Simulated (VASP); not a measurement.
A run of VASP 6.6.1 is set up as follows.

Contents of INCAR:

```
PREC = Accurate ; ENCUT = 520
EDIFF = 1E-6 ; ISMEAR = 0
SIGMA = 0.05 ; LREAL = Auto
LASPH = T ; NELM = 100
ALGO = Normal ; ISIF = 2
LWAVE = F ; LCHARG = F
GGA = PE ; NBANDS = 238
```

KPOINTS

```
regular mesh
0
Gamma
  2 1 1
```

POSCAR

```
WS2
1.0
   -3.1580000000     -5.4698160000     -0.0000010000
    9.4740000000     -5.4698160000      0.0000000000
    0.0000000000      1.8232720000     12.3266670000
W S
16 32
Direct
    0.0000000000      0.0000000000      0.0000000000
    0.5000000000      0.0000000000      0.0000000000
    0.2500000000      0.2500000000      0.0000000000
    0.3750000000      0.1250000000      0.5000000000
    0.7500000000      0.2500000000      0.0000000000
    0.8750000000      0.1250000000      0.5000000000
    0.5000000000      0.5000000000      0.0000000000
    0.6250000000      0.3750000000      0.5000000000
    0.0000000000      0.5000000000      0.0000000000
    0.1250000000      0.3750000000      0.5000000000
    0.7500000000      0.7500000000      0.0000000000
    0.8750000000      0.6250000000      0.5000000000
    0.2500000000      0.7500000000      0.0000000000
    0.3750000000      0.6250000000      0.5000000000
    0.1250000000      0.8750000000      0.5000000000
    0.6250000000      0.8750000000      0.5000000000
    0.0936370000      0.0312120000      0.3745480000
    0.5936380000      0.0312130000      0.3745520000
    0.3436370000      0.2812120000      0.3745480000
    0.4686370000      0.1562120000      0.8745480000
    0.8436370000      0.2812120000      0.3745480000
    0.9686370000      0.1562120000      0.8745480000
    0.5936370000      0.5312120000      0.3745480000
    0.7186370000      0.4062120000      0.8745480000
    0.0936370000      0.5312120000      0.3745480000
    0.2186370000      0.4062120000      0.8745480000
    0.8436370000      0.7812120000      0.3745480000
    0.9686370000      0.6562120000      0.8745480000
    0.3436370000      0.7812120000      0.3745480000
    0.4686370000      0.6562120000      0.8745480000
    0.2186370000      0.9062120000      0.8745480000
    0.7186370000      0.9062120000      0.8745480000
    0.1571250000      0.0523750000      0.6285000000
    0.6571250000      0.0523750000      0.6285000000
    0.4071250000      0.3023750000      0.6285000000
    0.5321250000      0.1773750000      0.1285000000
    0.9071250000      0.3023750000      0.6285000000
    0.0321250000      0.1773750000      0.1285000000
    0.6571250000      0.5523750000      0.6285000000
    0.7821250000      0.4273750000      0.1285000000
    0.1571250000      0.5523750000      0.6285000000
    0.2821250000      0.4273750000      0.1285000000
    0.9071250000      0.8023750000      0.6285000000
    0.0321250000      0.6773750000      0.1285000000
    0.4071250000      0.8023750000      0.6285000000
    0.5321250000      0.6773750000      0.1285000000
    0.2821250000      0.9273750000      0.1285000000
    0.7821250000      0.9273750000      0.1285000000
```

Potentials or basis: VASP PAW PBE potentials, release 64 (W_sv, S).

Command:

```console
$ cat potpaw_PBE.64/W_sv/POTCAR potpaw_PBE.64/S/POTCAR > POTCAR
$ mpirun -np 1 vasp_std > vasp.out
```

(1) Predict the pressure.

(2) Predict the band gap on the k mesh.

## Answers

(1) 4.9 GPa.

(2) 1.17 eV.

Caveat: the k points lie up to 0.58 Å⁻¹ apart; spin-orbit coupling is left out, which moves the levels of the heavy elements; this functional lacks dispersion, which binds layers or chains, so the pressure and a relaxed spacing across them are unreliable.
